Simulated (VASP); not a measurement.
# Li2ZnO2 (P4/mmm) in VASP: further runs, part 3 of 3

VASP 6.6.1. Earlier steps stand in the parts before.

### Step 7. Relaxation of cell and atoms, PBE, collinear spin, ferromagnetic start

This run uses another cell than the first one, of 12.91 Å³/atom.

INCAR reads:

```
  ALGO = Normal
  EDIFF = 1E-6
  EDIFFG = -0.04
  ENCUT = 600
  GGA = PE
  IBRION = 2
  ISIF = 3
  ISMEAR = 0
  ISPIN = 2
  LASPH = True
  LCHARG = False
  LORBIT = 11
  LREAL = False
  LWAVE = False
  MAGMOM = 0 0 0 1 1
  NELM = 150
  NSW = 90
  PREC = Accurate
  SIGMA = 0.1
```

KPOINTS reads:

```
k-points
0
Gamma
  4 4 4
```

POSCAR reads:

```
Li2ZnO2
1.0
    3.7554784100      0.0000000000      0.0000000000
    0.0000000000      3.7554784100      0.0000000000
    0.0000000000      0.0000000000      4.5780702500
Li Zn O
2 1 2
Direct
    0.5000000000      0.5000000000      0.2096606900
    0.5000000000      0.5000000000      0.7903393100
    0.0000000000      0.0000000000      0.0000000000
    0.0000000000      0.0000000000      0.5000000000
    0.5000000000      0.5000000000      0.5000000000
```

Launch:

```bash
> cat potpaw_PBE.64/Li_sv/POTCAR potpaw_PBE.64/Zn/POTCAR potpaw_PBE.64/O/POTCAR > POTCAR
> mpirun -np 1 vasp_std > vasp.out
```

Run time: 14 min. Hardware: 1 thread of Intel Xeon Platinum 8488C (Sapphire Rapids), shared host; peak memory 0.23 GiB.

Results (log left out):

* Free energy: -14.8579 eV
* Relaxed volume: 11.68 Å³/atom
* Relaxed cell: a = 3.032 Å, b = 3.032 Å, c = 6.351 Å, α = 90.00°, β = 90.00°, γ = 90.00°
* Space group after relaxing (to 0.1 Å): P4/mmm (No. 123)
* Energy gained by relaxing: 769.1 meV/atom
* Ionic steps: 23
* Pressure after relaxing: -0.4 GPa
* Largest force after relaxing: 0.039 eV/Å
* Band gap on the k mesh: zero (filled and empty bands overlap)
* Net moment: 0.00 μB per cell
* Valence electrons inside the program's atomic spheres: Li 2.11; Zn 10.73; O 4.68, 4.85

Forces on the atoms (eV/Å):
```
Li   0.000  0.000  0.039
Li   0.000  0.000 -0.039
Zn   0.000  0.000  0.000
O    0.000  0.000  0.000
O    0.000  0.000  0.000
```

Stress tensor (GPa, compression positive):
```
-0.46  0.00  0.00
 0.00 -0.46  0.00
 0.00  0.00 -0.32
```

The path:
```
step  energy change (eV)  largest force (eV/Å)  pressure (GPa)  volume (Å³)
   1              0.0000                9.2916           22.63        64.57
   2              1.7994                8.9460           -6.52        81.83
   3             -1.6812                3.1677           -0.85        70.48
   4             -1.7773                2.4672            0.51        69.64
   5             -1.8284                1.3282            2.84        68.48
   6             -1.8283                1.4192            2.65        68.57
   7             -2.1886                1.1133            0.61        70.91
   8             -2.7855                0.3776           -5.07        77.49
   9             -2.8225                0.4512           -6.43        79.09
  10             -3.2393                0.0347           -5.83        72.69
  11             -3.4469                2.6171           10.47        53.94
  12             -3.6520                1.2274           -1.75        63.96
  13             -3.6956                1.7111            1.24        60.44
  14             -3.7676                0.4364            0.31        57.31
  15             -3.7822                0.7951            0.38        58.26
  16             -3.7823                0.7696            0.40        58.19
  17             -3.8091                0.4836           -0.72        58.81
  18             -3.8214                0.2477           -3.15        60.40
  19             -3.8263                0.0237           -2.26        59.82
  20             -3.8410                0.0931           -1.09        59.13
  21             -3.8432                0.1311           -0.51        58.79
  22             -3.8432                0.1365           -0.43        58.74
  23             -3.8453                0.0393           -0.41        58.40
```

Final structure:
```yaml
crystal:
  lattice:
    - [3.03239, 0.00000, 0.00000]
    - [0.00000, 3.03239, 0.00000]
    - [0.00000, 0.00000, 6.35135]
  atoms:
    - { symbol: Li, position: [0.50000, 0.50000, 0.23920] }
    - { symbol: Li, position: [0.50000, 0.50000, 0.76080] }
    - { symbol: Zn, position: [0.00000, 0.00000, 0.00000] }
    - { symbol: O, position: [0.00000, 0.00000, 0.50000] }
    - { symbol: O, position: [0.50000, 0.50000, 0.50000] }
```

Levels at points of the mesh, in eV from the Fermi level:
Spin up:
| k point | band 11 | band 12 | band 13 | band 14 | band 15 | band 16 | band 17 | band 18 | band 19 | band 20 |
| --- | --- | --- | --- | --- | --- | --- | --- | --- | --- | --- |
| (0.00, 0.00, 0.00) | -4.62 | -3.83 | -3.83 | -1.10 | 1.14 | 1.14 | 1.51 | 6.90 | 7.95 | 7.95 |
| (0.50, 0.00, 0.00) | -2.86 | -2.76 | -2.15 | -1.88 | -1.74 | -1.58 | -1.38 | 2.73 | 6.82 | 9.55 |
| (0.50, 0.50, 0.00) | -5.85 | -2.54 | -2.02 | 0.69 | 0.69 | 1.14 | 1.85 | 1.85 | 4.95 | 5.48 |
| (0.00, 0.00, 0.50) | -4.11 | -3.83 | -3.83 | -0.67 | 0.20 | 1.13 | 1.13 | 7.74 | 7.74 | 9.12 |
| (0.50, 0.00, 0.50) | -2.87 | -2.19 | -1.94 | -1.74 | -1.64 | -1.58 | -1.36 | 1.91 | 6.98 | 9.77 |
| (0.50, 0.50, 0.50) | -5.81 | -2.55 | -2.10 | 0.46 | 0.46 | 1.58 | 1.84 | 1.84 | 4.98 | 5.73 |
Spin down:
| k point | band 11 | band 12 | band 13 | band 14 | band 15 | band 16 | band 17 | band 18 | band 19 | band 20 |
| --- | --- | --- | --- | --- | --- | --- | --- | --- | --- | --- |
| (0.00, 0.00, 0.00) | -4.62 | -3.83 | -3.83 | -1.10 | 1.14 | 1.14 | 1.51 | 6.90 | 7.95 | 7.95 |
| (0.50, 0.00, 0.00) | -2.86 | -2.76 | -2.15 | -1.88 | -1.74 | -1.58 | -1.38 | 2.73 | 6.82 | 9.55 |
| (0.50, 0.50, 0.00) | -5.85 | -2.54 | -2.02 | 0.69 | 0.69 | 1.14 | 1.85 | 1.85 | 4.95 | 5.48 |
| (0.00, 0.00, 0.50) | -4.11 | -3.83 | -3.83 | -0.67 | 0.20 | 1.14 | 1.14 | 7.74 | 7.74 | 9.12 |
| (0.50, 0.00, 0.50) | -2.87 | -2.19 | -1.94 | -1.74 | -1.64 | -1.58 | -1.36 | 1.91 | 6.98 | 9.77 |
| (0.50, 0.50, 0.50) | -5.81 | -2.55 | -2.10 | 0.46 | 0.46 | 1.58 | 1.84 | 1.84 | 4.98 | 5.73 |

Caveat: the k points lie up to 0.52 Å⁻¹ apart in the final cell, too coarse for converged energies and pressures of a metal; the cutoff is under 1.25 times the usual one of these potentials, so pressure, stress and relaxed cells hold a basis-set (Pulay) error; a cell axis changed by over 15 % at a fixed basis, so the end point is rough.

### Step 8. Summary

| task | spin | cell | k mesh | cutoff (eV) | gap on the mesh (eV) | pressure (GPa) | moment (μB) | relaxed volume (Å³/atom) | largest force (eV/Å) |
| --- | --- | --- | --- | --- | --- | --- | --- | --- | --- |
| single point | off | a = 2.873, b = 2.873, c = 7.875 Å, 5 atoms, atomic positions A | 6 × 6 × 4 | 520 | none | - | - | - | 0.07 |
| single point | collinear, ferromagnetic start | a = 2.891, b = 2.891, c = 7.431 Å, 5 atoms, atomic positions B | 4 × 4 × 4 | 520 | none | - | 0.11 | - | 0.05 |
| single point | collinear, ferromagnetic start | a = 3.755, b = 3.755, c = 4.578 Å, 5 atoms, atomic positions C | 4 × 4 × 4 | 520 | none | - | 0.00 | - | 9.31 |
| relaxation of cell and atoms | off | relaxed from a = 2.891, b = 2.891, c = 7.431 Å, 5 atoms, atomic positions B | 6 × 6 × 4 | 600 | none | 0.0 | - | 12.99 | 0.02 |
| single point | off | a = 2.864, b = 2.864, c = 7.928 Å, 5 atoms, atomic positions D | 14 × 14 × 6 | 520 | none | - | - | - | 0.06 |
| relaxation of cell and atoms | collinear, ferromagnetic start | relaxed from a = 3.755, b = 3.755, c = 4.578 Å, 5 atoms, atomic positions C | 4 × 4 × 4 | 600 | none | -0.4 | 0.00 | 11.68 | 0.04 |

Alike in all rows: level PBE; potentials or basis VASP PAW PBE potentials, release 64 (Li_sv, Zn, O); smearing gaussian 0.1 eV.

Caveats: some runs use coarse meshes; the cutoff is under 1.25 times the usual one of these potentials, so pressure, stress and relaxed cells hold a basis-set (Pulay) error; atoms lie so close that the PAW spheres overlap strongly, which falsifies energies and pressures (at least some runs); forces of over 1 eV/Å act on the atoms, so gaps and moduli don't describe the material at rest (at least some runs); a cell axis changed by over 15 % at a fixed basis, so the end point is rough (at least some runs).

Absolute energies hang on the potentials; compare differences alone.
